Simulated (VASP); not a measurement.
# GaMo (P2_13) in VASP: single point with PBE

Aim: the single point of GaMo with PBE.

All numbers are computed with VASP 6.6.1; they aren't measurements. Logs are shortened: lines on timing, memory, paths and dates and some standing lists are left out, and cuts for length are marked.

### 1 The cell of the first run

Symmetry: P2_13, No. 198, cubic system. The conventional cell has a = 5.009 Å, b = 5.009 Å, c = 5.009 Å, α = 90.00°, β = 90.00°, γ = 90.00°. Ga (site symmetry 3) has 7 Mo at 2.54 to 2.75 Å and 6 Ga at 3.09 Å within 3.4 Å. Mo (site symmetry 3) has 7 Ga at 2.54 to 2.75 Å and 6 Mo at 3.08 Å within 3.4 Å.

### 2 Single point, PBE

Contents of INCAR:

```
SYSTEM = GaMo
PREC = Accurate
ENCUT = 520
EDIFF = 1E-7
ISMEAR = 0
SIGMA = 0.2
LREAL = .FALSE.
LASPH = .TRUE.
NELM = 80
ALGO = Fast
ISIF = 2
LWAVE = .FALSE.
LCHARG = .TRUE.
GGA = PE
LELF = .TRUE.
LVHAR = .TRUE.
NBANDS = 64
```

Contents of KPOINTS:

```
Automatic mesh
0
G
  3 3 3
  0 0 0
```

Contents of POSCAR:

```
GaMo
1.0
    5.0090149103      0.0000000000      0.0000000000
    0.0000000000      5.0090149103      0.0000000000
    0.0000000000      0.0000000000      5.0090149103
Ga Mo
4 4
Direct
    0.8494052978      0.6505947022      0.3494052978
    0.6505947022      0.3494052978      0.8494052978
    0.3494052978      0.8494052978      0.6505947022
    0.1505947022      0.1505947022      0.1505947022
    0.1425580424      0.3574419576      0.6425580424
    0.3574419576      0.6425580424      0.1425580424
    0.6425580424      0.1425580424      0.3574419576
    0.8574419576      0.8574419576      0.8574419576
```

Potentials or basis: VASP PAW PBE potentials, release 64 (Ga_d, Mo_sv).

The run is started by

```
$ cat potpaw_PBE.64/Ga_d/POTCAR potpaw_PBE.64/Mo_sv/POTCAR > POTCAR
$ mpirun -np 1 vasp_std > vasp.out
```

OUTCAR:

```text
SYSTEM = GaMo
   PREC = Accurate
   ENCUT = 520
   EDIFF = 1E-7
   ISMEAR = 0
   LREAL = .FALSE.
   LASPH = .TRUE.
   NELM = 80
   ISIF = 2
   GGA = PE

 ion  position               nearest neighbor table
   1  0.849  0.651  0.349-   5 2.54   6 2.67   7 2.67   8 2.67   6 2.75   7 2.75   8 2.75
   2  0.651  0.349  0.849-   6 2.54   5 2.67   7 2.67   8 2.67   8 2.75   5 2.75   7 2.75
   3  0.349  0.849  0.651-   7 2.54   6 2.67   5 2.67   8 2.67   8 2.75   5 2.75   6 2.75
   4  0.151  0.151  0.151-   8 2.54   6 2.67   7 2.67   5 2.67   6 2.75   7 2.75   5 2.75
   5  0.143  0.357  0.643-   1 2.54   2 2.67   3 2.67   4 2.67   2 2.75   3 2.75   4 2.75   7 3.08
                             8 3.08   6 3.08   6 3.08   8 3.08   7 3.08
   6  0.357  0.643  0.143-   2 2.54   1 2.67   3 2.67   4 2.67   4 2.75   1 2.75   3 2.75   7 3.08
                             8 3.08   5 3.08   7 3.08   5 3.08   8 3.08
   7  0.643  0.143  0.357-   3 2.54   2 2.67   1 2.67   4 2.67   4 2.75   1 2.75   2 2.75   6 3.08
                             8 3.08   5 3.08   8 3.08   6 3.08   5 3.08
   8  0.857  0.857  0.857-   4 2.54   2 2.67   3 2.67   1 2.67   2 2.75   3 2.75   1 2.75   5 3.08
                             7 3.08   6 3.08   5 3.08   7 3.08   6 3.08

  LATTYP: Found a simple cubic cell.
 ALAT       =     5.0090149103

  Lattice vectors:

 A1 = (   5.0090149103,   0.0000000000,   0.0000000000)
 A2 = (   0.0000000000,   5.0090149103,   0.0000000000)
 A3 = (   0.0000000000,   0.0000000000,   5.0090149103)

Analysis of symmetry for initial positions (statically):
=====================================================================
 Subroutine PRICEL returns:
 Original cell was already a primitive cell.

 Routine SETGRP: Setting up the symmetry group for a
 simple cubic supercell.

 Subroutine GETGRP returns: Found 12 space group operations
 (whereof  3 operations were pure point group operations)
 out of a pool of 48 trial point group operations.

The static configuration has the point symmetry C_3 .
 The point group associated with its full space group is T   .

Analysis of symmetry for dynamics (positions and initial velocities):
=====================================================================
 Subroutine PRICEL returns:
 Original cell was already a primitive cell.

 Routine SETGRP: Setting up the symmetry group for a
 simple cubic supercell.

 Subroutine GETGRP returns: Found 12 space group operations
 (whereof  3 operations were pure point group operations)
 out of a pool of 48 trial point group operations.

The dynamic configuration has the point symmetry C_3 .
 The point group associated with its full space group is T   .

 Subroutine INISYM returns: Found 12 space group operations
 (whereof  3 operations are pure point group operations),
 and found     1 'primitive' translations

----------------------------------------------------------------------------------------

                                     Primitive cell

  volume of cell :     125.6773

  direct lattice vectors                    reciprocal lattice vectors
     5.009014910  0.000000000  0.000000000     0.199640053  0.000000000  0.000000000
     0.000000000  5.009014910  0.000000000     0.000000000  0.199640053  0.000000000
     0.000000000  0.000000000  5.009014910     0.000000000  0.000000000  0.199640053

  length of vectors
     5.009014910  5.009014910  5.009014910     0.199640053  0.199640053  0.199640053

  position of ions in fractional coordinates (direct lattice)
     0.849405298  0.650594702  0.349405298
     0.650594702  0.349405298  0.849405298
     0.349405298  0.849405298  0.650594702
     0.150594702  0.150594702  0.150594702
     0.142558042  0.357441958  0.642558042
     0.357441958  0.642558042  0.142558042
     0.642558042  0.142558042  0.357441958
     0.857441958  0.857441958  0.857441958

  ion indices of the primitive-cell ions
   primitive index   ion index
                 1           1
                 2           2
                 3           3
                 4           4
                 5           5
                 6           6
                 7           7
                 8           8

----------------------------------------------------------------------------------------

 KPOINTS: Automatic mesh

Automatic generation of k-mesh.
 Grid dimensions read from file:
 generate k-points for:    3    3    3

 Generating k-lattice:

  Cartesian coordinates                     Fractional coordinates (reciprocal lattice)
     0.066546684  0.000000000  0.000000000     0.333333333  0.000000000  0.000000000
     0.000000000  0.066546684  0.000000000     0.000000000  0.333333333  0.000000000
     0.000000000  0.000000000  0.066546684     0.000000000  0.000000000  0.333333333

  Length of vectors
     0.066546684  0.066546684  0.066546684

  Shift w.r.t. Gamma in fractional coordinates (k-lattice)
     0.000000000  0.000000000  0.000000000

 Subroutine IBZKPT returns following result:
 ===========================================

 Found      4 irreducible k-points:

 Following reciprocal coordinates:
            Coordinates               Weight
  0.000000  0.000000  0.000000      1.000000
  0.333333  0.000000  0.000000      6.000000
  0.333333  0.333333  0.000000     12.000000
  0.333333  0.333333  0.333333      8.000000
   k-points           NKPTS =      4   k-points in BZ     NKDIM =      4   number of bands    NBANDS=     64
   number of dos      NEDOS =    301   number of ions     NIONS =      8
   total plane-waves  NPLWV =  64000
   dimension x,y,z NGX =    40 NGY =   40 NGZ =   40
   dimension x,y,z NGXF=    80 NGYF=   80 NGZF=   80
   ions per type =               4   4
   NGX,Y,Z   is equivalent  to a cutoff of  13.28, 13.28, 13.28 a.u.
   NGXF,Y,Z  is equivalent  to a cutoff of  26.55, 26.55, 26.55 a.u.
 SYSTEM =  GaMo
   PREC   = accura    normal or accurate (medium, high low for compatibility)
   ISTART =      0    job   : 0-new  1-cont  2-samecut
   ICHARG =      2    charge: 1-file 2-atom 10-const
   ISPIN  =      1    spin polarized calculation?
   LNONCOLLINEAR =      F non collinear calculations
   LSORBIT =      F    spin-orbit coupling
   LASPH  =      T    aspherical Exc in radial PAW
   ENCUT  =  520.0 eV  38.22 Ry    6.18 a.u.   9.31  9.31  9.31*2*pi/ulx,y,z
   NELM   =     80;   NELMIN=  2; NELMDL= -5     # of ELM steps
   EDIFF  = 0.1E-06   stopping-criterion for ELM
   LREAL  =      F    real-space projection
   EDIFFG = 0.1E-05   stopping-criterion for IOM
   NSW    =      0    number of steps for IOM
   IBRION =     -1    ionic relax: 0-MD 1-quasi-New 2-CG
   NFREE  =      0    steps in history (QN), initial steepest desc. (CG)
   ISIF   =      2    stress and relaxation
   ISYM   =      2    0-nonsym 1-usesym 2-fastsym
   POTIM  = 0.5000    time-step for ionic-motion
   TEBEG  =    0.0;   TEEND  =   0.0 temperature during run
   PSTRESS=    0.0 pullay stress
   NELECT =     108.0000    total number of electrons
   NUPDOWN=      -1.0000    fix difference up-down
   EMIN   =  10.00;   EMAX   =-10.00  energy-range for DOS
   EFERMI =   0.00;   METHOD = LEGACY
   ISMEAR =     0;   SIGMA  =   0.20  broadening in eV -4-tet -1-fermi 0-gaus
   EFERMI_NEDOS =   21; number of points for ismear=-14 and -15
   IALGO  =     68    algorithm
   IMIX   =      4    mixing-type and parameters
     AMIX     =   0.40;   BMIX     =  1.00
     AMIX_MAG =   1.60;   BMIX_MAG =  1.00
  volume/ion in A,a.u.               =      15.71       106.01
  Fermi-wavevector in a.u.,A,eV,Ry     =   1.556433  2.941232 32.959891  2.422484
  Thomas-Fermi vector in A             =   2.660230
   LORBIT       =      0    0 simple, 1 ext, 2 COOP (PROOUT), +10 PAW based schemes
   GGA     = PE    functional components
   LHFCALC =     F    Hartree Fock is set to
   AEXX    =    0.0000 exact exchange contribution
   IVDW    =     0    specifies the selected vdW correction
   LEPSILON=     F    determine dielectric tensor
   LRPA    =     F    only Hartree local field effects (RPA)
 non-spin polarized calculation
 RMM-DIIS sequential band-by-band and
 Gauss-broadening in eV      SIGMA  =   0.20
  energy-cutoff  :      520.00
  volume of cell :      125.68
 maximum number of plane-waves:      3407
 NGX is ok and might be reduce to    40
   NGX = 19   NGY = 19   NGZ = 19

 number of electron     108.0000021 magnetization

 Free energy of the ion-electron system (eV)
  ---------------------------------------------------
  ext. energy  EPLUGINS =         0.00000000
  ---------------------------------------------------
  free energy    TOTEN  =       -54.86391739 eV

  energy without entropy =      -54.76734312  energy(sigma->0) =      -54.81563026

 E-fermi :   9.3293     XC(G=0): -12.6661

 val. band max:        9.2946071685   @ k =   0.3333   0.3333   0.3333
 cond. band min:       9.3927937247   @ k =   0.3333   0.0000   0.0000
 fundamental gap:      0.0981865561
 Fermi energy:         9.3292521364

 k-point     1 :       0.0000    0.0000    0.0000
  band No.  band energies     occupation
      1     -51.4340      2.00000
      2     -51.3796      2.00000
      3     -51.3796      2.00000
      4     -51.3796      2.00000
      5     -25.6215      2.00000
      6     -25.6215      2.00000
[... 56 lines left out ...]
     63      12.3333      0.00000
     64      14.1850      0.00000

 k-point     2 :       0.3333    0.0000    0.0000
  band No.  band energies     occupation
      1     -51.4235      2.00000
      2     -51.3999      2.00000
      3     -51.3764      2.00000
      4     -51.3728      2.00000
      5     -25.6659      2.00000
      6     -25.6502      2.00000
[... 56 lines left out ...]
     63      13.3759      0.00000
     64      13.8686      0.00000

 k-point     3 :       0.3333    0.3333    0.0000
  band No.  band energies     occupation
      1     -51.4157      2.00000
      2     -51.4022      2.00000
      3     -51.3797      2.00000
      4     -51.3751      2.00000
      5     -25.6659      2.00000
      6     -25.6458      2.00000
[... 56 lines left out ...]
     63      12.9292      0.00000
     64      13.5119      0.00000

 k-point     4 :       0.3333    0.3333    0.3333
  band No.  band energies     occupation
      1     -51.4087      2.00000
      2     -51.3998      2.00000
      3     -51.3844      2.00000
      4     -51.3796      2.00000
      5     -25.6778      2.00000
      6     -25.6627      2.00000
[... 56 lines left out ...]
     63      12.8080      0.00000
     64      13.1666      0.00000

------------------------ aborting loop because EDIFF is reached ----------------------------------------

  FORCE on cell =-STRESS in cart. coord.  units (eV):
  Direction    XX          YY          ZZ          XY          YZ          ZX
  --------------------------------------------------------------------------------------
  -------------------------------------------------------------------------------------
  Total        0.0554679      0.0554679      0.0554679     -0.0000000      0.0000000     -0.0000000
  in kB        0.7071240      0.7071240      0.7071240     -0.0000000      0.0000000     -0.0000000
  external PRESSURE =       0.7071240 kB  Pullay stress =       0.0000000 kB

 VOLUME and BASIS-vectors are now :
 -----------------------------------------------------------------------------
  energy-cutoff  :      520.00
  volume of cell :      125.68
      direct lattice vectors                 reciprocal lattice vectors
     5.009014910  0.000000000  0.000000000     0.199640053  0.000000000  0.000000000
     0.000000000  5.009014910  0.000000000     0.000000000  0.199640053  0.000000000
     0.000000000  0.000000000  5.009014910     0.000000000  0.000000000  0.199640053

 POSITION                                       TOTAL-FORCE (eV/Angst)
 -----------------------------------------------------------------------------------
      4.25468      3.25884      1.75018        -0.018089      0.018089     -0.018089
      3.25884      1.75018      4.25468         0.018089     -0.018089     -0.018089
      1.75018      4.25468      3.25884        -0.018089     -0.018089      0.018089
      0.75433      0.75433      0.75433         0.018089      0.018089      0.018089
      0.71408      1.79043      3.21858         0.058443     -0.058443      0.058443
      1.79043      3.21858      0.71408        -0.058443      0.058443      0.058443
      3.21858      0.71408      1.79043         0.058443      0.058443     -0.058443
      4.29494      4.29494      4.29494        -0.058443     -0.058443     -0.058443
 -----------------------------------------------------------------------------------
    total drift:                                0.000000      0.000000     -0.000000

  FREE ENERGIE OF THE ION-ELECTRON SYSTEM (eV)
  ---------------------------------------------------
  free  energy   TOTEN  =       -54.8639173892 eV

  energy  without entropy=      -54.7673431237  energy(sigma->0) =      -54.81563026
```

It took 46 s on 1 thread of Intel Xeon 6975P-C (Granite Rapids), shared host; peak memory 0.24 GiB.

Results:

```yaml
Free_energy: -54.8639 eV
Pressure: 0.1 GPa
Largest_force: 0.101 eV/Å
Band_gap_on_the_k_mesh: zero (band 54 reaches 9.29 eV, above the bottom of band 55 at 9.00 eV)
```

Forces on the atoms (eV/Å):
```
Ga  -0.018  0.018 -0.018
Ga   0.018 -0.018 -0.018
Ga  -0.018 -0.018  0.018
Ga   0.018  0.018  0.018
Mo   0.058 -0.058  0.058
Mo  -0.058  0.058  0.058
Mo   0.058  0.058 -0.058
Mo  -0.058 -0.058 -0.058
```

Levels at points of the mesh, in eV from the Fermi level:
| k point | band 50 | band 51 | band 52 | band 53 | band 54 | band 55 | band 56 | band 57 | band 58 | band 59 |
| --- | --- | --- | --- | --- | --- | --- | --- | --- | --- | --- |
| (0.00, 0.00, 0.00) | -1.59 | -1.51 | -1.51 | -0.33 | -0.33 | -0.33 | 1.63 | 1.63 | 1.74 | 1.74 |

Caveat: the k points lie up to 0.42 Å⁻¹ apart.
